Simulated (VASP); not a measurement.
# SiHC in VASP: single point with PBEsol

Aim: the single point of SiHC with PBEsol.

All numbers are computed with VASP 6.6.1; they aren't measurements. Logs are shortened: lines on timing, memory, paths and dates and some standing lists are left out, and cuts for length are marked.

### Step 1. The cell of the first run

The cell holds a slab with vacuum, 12 atoms: a = 3.081 Å, b = 4.357 Å, c = 20.121 Å, α = 90.00°, β = 90.00°, γ = 90.00°.

### Step 2. Single point, PBEsol

Contents of INCAR:

```
PREC     = Accurate       # precision mode
ENCUT    = 520            # plane-wave cutoff, eV
EDIFF    = 1E-6           # SCF threshold, eV
ISMEAR   = -1             # smearing method
SIGMA    = 0.05           # smearing width, eV
LREAL    = False          # projectors in reciprocal space
LASPH    = True           # aspherical terms in the spheres
NELM     = 100            # most SCF steps
ALGO     = Normal         # electronic algorithm
ISIF     = 2              # what is computed and relaxed
LWAVE    = False          # write WAVECAR
LCHARG   = True           # write CHGCAR
GGA      = PS             # functional
LELF     = True           # ELF
LVHAR    = True         
NBANDS   = 30             # bands
```

Contents of KPOINTS:

```
regular mesh
0
Gamma
  6 4 1
```

Contents of POSCAR:

```
SiHC
1.0
    2.1784270000     -2.1784270000      0.0000000000
    0.0000000000      0.0000000000      4.3568530000
  -14.2277950000    -14.2277950000      0.0000000000
Si C H
4 4 4
Direct
    0.9986290000      0.9977750000      0.3861080000
    0.9985430000      0.9987410000      0.5383400000
    0.4985120000      0.4978200000      0.6143470000
    0.4985430000      0.4987380000      0.4621160000
    0.9985050000      0.2555230000      0.6134140000
    0.9985240000      0.2499840000      0.4619010000
    0.4985360000      0.7499970000      0.5385470000
    0.4986530000      0.7554940000      0.3870410000
    0.9984910000      0.1921880000      0.3240630000
    0.9985200000      0.1103940000      0.6586110000
    0.4985330000      0.6922030000      0.6763920000
    0.4985330000      0.6104460000      0.3418350000
```

Potentials or basis: VASP PAW PBE potentials, release 64 (Si, C, H).

On the command line:

```
cat potpaw_PBE.64/Si/POTCAR potpaw_PBE.64/C/POTCAR potpaw_PBE.64/H/POTCAR > POTCAR
mpirun -np 1 vasp_std > vasp.out
```

OUTCAR:

```text
PREC = Accurate
   ENCUT = 520
   EDIFF = 1E-6
   ISMEAR = -1
   LREAL = False
   LASPH = True
   NELM = 100
   ISIF = 2
   GGA = PS

 ion  position               nearest neighbor table
   1  0.999  0.998  0.386-   9 1.51   8 1.87   8 1.87   6 1.88   2 3.06   4 3.07   4 3.07   4 3.08
                             4 3.08
   2  0.999  0.999  0.538-   5 1.88   7 1.88   7 1.88   6 1.89   1 3.06   3 3.07   3 3.07   4 3.08
                             4 3.08   4 3.08   4 3.08   3 3.08   3 3.08
   3  0.499  0.498  0.614-  11 1.51   5 1.87   5 1.87   7 1.88   4 3.06   2 3.07   2 3.07   2 3.08
                             2 3.08
   4  0.499  0.499  0.462-   8 1.88   6 1.88   6 1.88   7 1.89   3 3.06   1 3.07   1 3.07   2 3.08
                             2 3.08   2 3.08   2 3.08   1 3.08   1 3.08
   5  0.999  0.256  0.613-  10 1.11   3 1.87   3 1.87   2 1.88
   6  0.999  0.250  0.462-   1 1.88   4 1.88   4 1.88   2 1.89
   7  0.499  0.750  0.539-   3 1.88   2 1.88   2 1.88   4 1.89
   8  0.499  0.755  0.387-  12 1.11   1 1.87   1 1.87   4 1.88
   9  0.998  0.192  0.324-   1 1.51
  10  0.999  0.110  0.659-   5 1.11
  11  0.499  0.692  0.676-   3 1.51
  12  0.499  0.610  0.342-   8 1.11

  LATTYP: Found a simple orthorhombic cell.
 ALAT       =     3.0807610080
 B/A-ratio  =     1.4142132378
 C/A-ratio  =     6.5312241356

  Lattice vectors:

 A1 = (   2.1784270000,  -2.1784270000,   0.0000000000)
 A2 = (   0.0000000000,   0.0000000000,   4.3568530000)
 A3 = ( -14.2277950000, -14.2277950000,   0.0000000000)

Analysis of symmetry for initial positions (statically):
=====================================================================
 Subroutine PRICEL returns:
 Original cell was already a primitive cell.

 Routine SETGRP: Setting up the symmetry group for a
 simple orthorhombic supercell.

 Subroutine GETGRP returns: Found  1 space group operations
 (whereof  1 operations were pure point group operations)
 out of a pool of  8 trial point group operations.

The static configuration has the point symmetry C_1 .

Analysis of symmetry for dynamics (positions and initial velocities):
=====================================================================
 Subroutine PRICEL returns:
 Original cell was already a primitive cell.

 Routine SETGRP: Setting up the symmetry group for a
 simple orthorhombic supercell.

 Subroutine GETGRP returns: Found  1 space group operations
 (whereof  1 operations were pure point group operations)
 out of a pool of  8 trial point group operations.

The dynamic configuration has the point symmetry C_1 .

 Subroutine INISYM returns: Found  1 space group operations
 (whereof  1 operations are pure point group operations),
 and found     1 'primitive' translations

----------------------------------------------------------------------------------------

                                     Primitive cell

  volume of cell :     270.0745

  direct lattice vectors                    reciprocal lattice vectors
     2.178427000 -2.178427000  0.000000000     0.229523413 -0.229523413  0.000000000
     0.000000000  0.000000000  4.356853000     0.000000000  0.000000000  0.229523466
   -14.227795000-14.227795000  0.000000000    -0.035142480 -0.035142480  0.000000000

  length of vectors
     3.080761008  4.356853000 20.121140652     0.324595124  0.229523466  0.049698972

  position of ions in fractional coordinates (direct lattice)
     0.998629000  0.997775000  0.386108000
     0.998543000  0.998741000  0.538340000
     0.498512000  0.497820000  0.614347000
     0.498543000  0.498738000  0.462116000
     0.998505000  0.255523000  0.613414000
     0.998524000  0.249984000  0.461901000
     0.498536000  0.749997000  0.538547000
     0.498653000  0.755494000  0.387041000
     0.998491000  0.192188000  0.324063000
     0.998520000  0.110394000  0.658611000
     0.498533000  0.692203000  0.676392000
     0.498533000  0.610446000  0.341835000

  ion indices of the primitive-cell ions
   primitive index   ion index
                 1           1
                 2           2
                 3           3
                 4           4
                 5           5
                 6           6
                 7           7
                 8           8
                 9           9
                10          10
                11          11
                12          12

----------------------------------------------------------------------------------------

 KPOINTS: regular mesh

Automatic generation of k-mesh.
 Grid dimensions read from file:
 generate k-points for:    6    4    1

 Generating k-lattice:

  Cartesian coordinates                     Fractional coordinates (reciprocal lattice)
     0.038253902 -0.038253902  0.000000000     0.166666667  0.000000000  0.000000000
     0.000000000  0.000000000  0.057380866     0.000000000  0.250000000  0.000000000
    -0.035142480 -0.035142480  0.000000000     0.000000000  0.000000000  1.000000000

  Length of vectors
     0.054099187  0.057380866  0.049698972

  Shift w.r.t. Gamma in fractional coordinates (k-lattice)
     0.000000000  0.000000000  0.000000000

 Subroutine IBZKPT returns following result:
 ===========================================

 Found     14 irreducible k-points:

 Following reciprocal coordinates:
            Coordinates               Weight
  0.000000  0.000000  0.000000      1.000000
  0.166667  0.000000  0.000000      2.000000
  0.333333  0.000000  0.000000      2.000000
  0.500000  0.000000  0.000000      1.000000
  0.000000  0.250000  0.000000      2.000000
  0.166667  0.250000  0.000000      2.000000
  0.166667 -0.250000  0.000000      2.000000
  0.333333  0.250000  0.000000      2.000000
  0.333333 -0.250000  0.000000      2.000000
  0.500000  0.250000  0.000000      2.000000
  0.000000  0.500000  0.000000      1.000000
  0.166667  0.500000  0.000000      2.000000
  0.333333  0.500000  0.000000      2.000000
  0.500000  0.500000  0.000000      1.000000
   k-points           NKPTS =     14   k-points in BZ     NKDIM =     14   number of bands    NBANDS=     30
   number of dos      NEDOS =    301   number of ions     NIONS =     12
   total plane-waves  NPLWV = 115200
   dimension x,y,z NGX =    24 NGY =   32 NGZ =  150
   dimension x,y,z NGXF=    48 NGYF=   64 NGZF=  300
   ions per type =               4   4   4
   NGX,Y,Z   is equivalent  to a cutoff of  12.95, 12.21, 12.39 a.u.
   NGXF,Y,Z  is equivalent  to a cutoff of  25.90, 24.42, 24.79 a.u.
 SYSTEM =  unknown system
   PREC   = accura    normal or accurate (medium, high low for compatibility)
   ISTART =      0    job   : 0-new  1-cont  2-samecut
   ICHARG =      2    charge: 1-file 2-atom 10-const
   ISPIN  =      1    spin polarized calculation?
   LNONCOLLINEAR =      F non collinear calculations
   LSORBIT =      F    spin-orbit coupling
   LASPH  =      T    aspherical Exc in radial PAW
   ENCUT  =  520.0 eV  38.22 Ry    6.18 a.u.   5.73  8.10 37.41*2*pi/ulx,y,z
   NELM   =    100;   NELMIN=  2; NELMDL= -5     # of ELM steps
   EDIFF  = 0.1E-05   stopping-criterion for ELM
   LREAL  =      F    real-space projection
   EDIFFG = 0.1E-04   stopping-criterion for IOM
   NSW    =      0    number of steps for IOM
   IBRION =     -1    ionic relax: 0-MD 1-quasi-New 2-CG
   NFREE  =      0    steps in history (QN), initial steepest desc. (CG)
   ISIF   =      2    stress and relaxation
   ISYM   =      2    0-nonsym 1-usesym 2-fastsym
   POTIM  = 0.5000    time-step for ionic-motion
   TEBEG  =    0.0;   TEEND  =   0.0 temperature during run
   PSTRESS=    0.0 pullay stress
   NELECT =      36.0000    total number of electrons
   NUPDOWN=      -1.0000    fix difference up-down
   EMIN   =  10.00;   EMAX   =-10.00  energy-range for DOS
   EFERMI =   0.00;   METHOD = LEGACY
   ISMEAR =    -1;   SIGMA  =   0.05  broadening in eV -4-tet -1-fermi 0-gaus
   EFERMI_NEDOS =   21; number of points for ismear=-14 and -15
   IALGO  =     38    algorithm
   IMIX   =      4    mixing-type and parameters
     AMIX     =   0.40;   BMIX     =  1.00
     AMIX_MAG =   1.60;   BMIX_MAG =  1.00
  volume/ion in A,a.u.               =      22.51       151.88
  Fermi-wavevector in a.u.,A,eV,Ry     =   0.836273  1.580326  9.515258  0.699352
  Thomas-Fermi vector in A             =   1.949969
   LORBIT       =      0    0 simple, 1 ext, 2 COOP (PROOUT), +10 PAW based schemes
   GGA     = PS    functional components
   LHFCALC =     F    Hartree Fock is set to
   AEXX    =    0.0000 exact exchange contribution
   IVDW    =     0    specifies the selected vdW correction
   LEPSILON=     F    determine dielectric tensor
   LRPA    =     F    only Hartree local field effects (RPA)
 non-spin polarized calculation
  energy-cutoff  :      520.00
  volume of cell :      270.07
 maximum number of plane-waves:      7344
 NGX is ok and might be reduce to    24
   NGX = 11   NGY = 17   NGZ = 75

 number of electron      36.0000000 magnetization

 Free energy of the ion-electron system (eV)
  ---------------------------------------------------
  ext. energy  EPLUGINS =         0.00000000
  ---------------------------------------------------
  free energy    TOTEN  =       -76.73476481 eV

  energy without entropy =      -76.73476481  energy(sigma->0) =      -76.73476481

 E-fermi :   0.1508     XC(G=0):  -4.7890

 val. band max:       -0.8933160172   @ k =   0.0000   0.0000   0.0000
 cond. band min:       1.4387310827   @ k =   0.0000   0.0000   0.0000
 fundamental gap:      2.3320470998
 Fermi energy:         0.1507716433

 k-point     1 :       0.0000    0.0000    0.0000
  band No.  band energies     occupation
      1     -15.7413      2.00000
      2     -14.3748      2.00000
      3     -12.5742      2.00000
      4     -11.3159      2.00000
      5      -8.3369      2.00000
      6      -7.6822      2.00000
[... 22 lines left out ...]
     29       6.7751      0.00000
     30       6.8009      0.00000

 k-point     2 :       0.1667    0.0000    0.0000
  band No.  band energies     occupation
      1     -15.3857      2.00000
      2     -14.0439      2.00000
      3     -12.3049      2.00000
      4     -11.1866      2.00000
      5      -8.1190      2.00000
      6      -7.6397      2.00000
[... 22 lines left out ...]
     29       6.6641      0.00000
     30       7.2438      0.00000

 k-point     3 :       0.3333    0.0000    0.0000
  band No.  band energies     occupation
      1     -14.3531      2.00000
      2     -13.1160      2.00000
      3     -11.6994      2.00000
      4     -11.3595      2.00000
      5      -8.1521      2.00000
      6      -7.9308      2.00000
[... 352 lines left out ...]
     29       7.1696      0.00000
     30       7.1698      0.00000

 k-point    14 :       0.5000    0.5000    0.0000
  band No.  band energies     occupation
      1     -12.3775      2.00000
      2     -12.3772      2.00000
      3     -11.5655      2.00000
      4     -11.5650      2.00000
      5      -8.9264      2.00000
      6      -8.9261      2.00000
[... 22 lines left out ...]
     29       7.6405      0.00000
     30       7.6408      0.00000

------------------------ aborting loop because EDIFF is reached ----------------------------------------

  FORCE on cell =-STRESS in cart. coord.  units (eV):
  Direction    XX          YY          ZZ          XY          YZ          ZX
  --------------------------------------------------------------------------------------
  -------------------------------------------------------------------------------------
  Total        0.9726356      0.9757198      1.5699085     -0.8024212     -0.0005092     -0.0003541
  in kB        5.7700186      5.7883153      9.3132533     -4.7602466     -0.0030210     -0.0021004
  external PRESSURE =       6.9571957 kB  Pullay stress =       0.0000000 kB

 VOLUME and BASIS-vectors are now :
 -----------------------------------------------------------------------------
  energy-cutoff  :      520.00
  volume of cell :      270.07
      direct lattice vectors                 reciprocal lattice vectors
     2.178427000 -2.178427000  0.000000000     0.229523413 -0.229523413  0.000000000
     0.000000000  0.000000000  4.356853000     0.000000000  0.000000000  0.229523466
   -14.227795000-14.227795000  0.000000000    -0.035142480 -0.035142480  0.000000000

 POSITION                                       TOTAL-FORCE (eV/Angst)
 -----------------------------------------------------------------------------------
     -3.31803     -7.66891      4.34716         0.007601      0.007892      0.004635
     -5.48414     -9.83464      4.35137         0.002400      0.003266     -0.004252
     -7.65483     -9.82678      2.16893        -0.006976     -0.006879      0.001470
     -5.48885     -7.66093      2.17293        -0.001096     -0.000760     -0.007118
     -6.55236    -10.90270      1.11328         0.005309      0.004214      0.018082
     -4.39662     -8.74704      1.08914         0.015191      0.012625      0.008882
     -6.57631     -8.74836      3.26763        -0.016358     -0.016523      0.008572
     -4.42046     -6.59302      3.29158        -0.007141     -0.002661      0.019766
     -2.43556     -6.78584      0.83733         0.001719      0.000431      0.002001
     -7.19538    -11.54579      0.48097        -0.020850     -0.020809     -0.026512
     -8.53755    -10.70958      3.01583        -0.001592     -0.001479      0.002978
     -3.77754     -5.94958      2.65962         0.021794      0.020683     -0.028504
 -----------------------------------------------------------------------------------
    total drift:                               -0.000107      0.000162     -0.000128

  FREE ENERGIE OF THE ION-ELECTRON SYSTEM (eV)
  ---------------------------------------------------
  free  energy   TOTEN  =       -76.7347648071 eV

  energy  without entropy=      -76.7347648070  energy(sigma->0) =      -76.73476481
```

It took 2.2 min on 1 thread of Intel Xeon Platinum 8375C at 2.90GHz (Ice Lake), shared host; peak memory 0.37 GiB.

Results:

| Quantity | Value |
| --- | --- |
| Free energy | -76.7348 eV |
| Largest force | 0.041 eV/Å |
| Band gap on the k mesh | 2.33 eV |

Forces in eV/Å, atoms in the order of the input:
```
Si   0.008  0.008  0.005
Si   0.002  0.003 -0.004
Si  -0.007 -0.007  0.001
Si  -0.001 -0.001 -0.007
C    0.005  0.004  0.018
C    0.015  0.013  0.009
C   -0.016 -0.017  0.009
C   -0.007 -0.003  0.020
H    0.002  0.000  0.002
H   -0.021 -0.021 -0.027
H   -0.002 -0.001  0.003
H    0.022  0.021 -0.029
```

Levels at points of the mesh, in eV from the valence-band top:
| k point | band 14 | band 15 | band 16 | band 17 | band 18 | band 19 | band 20 | band 21 | band 22 | band 23 |
| --- | --- | --- | --- | --- | --- | --- | --- | --- | --- | --- |
| (0.00, 0.00, 0.00) | -1.69 | -0.76 | -0.67 | -0.55 | 0.00 | 2.33 | 4.14 | 4.16 | 4.69 | 5.64 |
| (0.50, 0.00, 0.00) | -3.23 | -3.01 | -3.01 | -1.97 | -1.97 | 2.47 | 2.47 | 4.90 | 4.90 | 5.21 |
| (0.00, 0.50, 0.00) | -1.60 | -1.08 | -1.08 | -1.08 | -1.08 | 4.51 | 4.51 | 5.22 | 5.22 | 6.01 |
| (0.50, 0.50, 0.00) | -3.58 | -1.85 | -1.85 | -1.67 | -1.67 | 5.02 | 5.02 | 5.66 | 5.66 | 6.06 |

Caveat: the PAW data sets were made with another functional, which shifts forces and pressure a little.
